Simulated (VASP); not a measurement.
A run of VASP 6.6.1 is set up as follows.

File INCAR:

```
  PREC = Accurate
  ENCUT = 600
  EDIFF = 1E-6
  ISMEAR = 0
  SIGMA = 0.1
  LREAL = False
  LASPH = True
  NELM = 200
  ALGO = Normal
  ISIF = 2
  LWAVE = False
  LCHARG = False
  ISPIN = 2
  MAGMOM = 1.21 0 0 0 0 0 0 0 0 0
  LORBIT = 11
  LMAXMIX = 4
  GGA = PE
  NBANDS = 46
  GGA_COMPAT = False
```

Contents of KPOINTS:

```
regular mesh
0
Gamma
  6 6 6
```

Contents of POSCAR:

```
TiGaC4N4
1.0
    5.9970264649      0.0000000000      0.0000000000
    0.0000000000      5.9970264649      0.0000000000
    0.0000000000      0.0000000000      5.9970264649
Ti Ga C N
1 1 4 4
Direct
    0.0000000000      0.0000000000      0.0000000000
    0.5000000000      0.5000000000      0.5000000000
    0.2049857104      0.2049857104      0.2049857104
    0.2049857104      0.7950142896      0.7950142896
    0.7950142896      0.2049857104      0.7950142896
    0.7950142896      0.7950142896      0.2049857104
    0.3188036464      0.3188036464      0.3188036464
    0.3188036464      0.6811963536      0.6811963536
    0.6811963536      0.3188036464      0.6811963536
    0.6811963536      0.6811963536      0.3188036464
```

Potentials or basis: VASP PAW PBE potentials, release 64 (Ti_sv, Ga_d, C, N).

The run is started by

```sh
$ cat potpaw_PBE.64/Ti_sv/POTCAR potpaw_PBE.64/Ga_d/POTCAR potpaw_PBE.64/C/POTCAR potpaw_PBE.64/N/POTCAR > POTCAR
$ mpirun -np 1 vasp_std > vasp.out
```

Estimate the net moment.

3.00 μB per cell.

What does it give for the pressure?

0.2 GPa.

Forces in eV/Å, atoms in the order of the input:
```
Ti   0.000  0.000  0.000
Ga   0.000  0.000  0.000
C   -0.165 -0.165 -0.165
C   -0.165  0.165  0.165
C    0.165 -0.165  0.165
C    0.165  0.165 -0.165
N    0.186  0.186  0.186
N    0.186 -0.186 -0.186
N   -0.186  0.186 -0.186
N   -0.186 -0.186  0.186
```
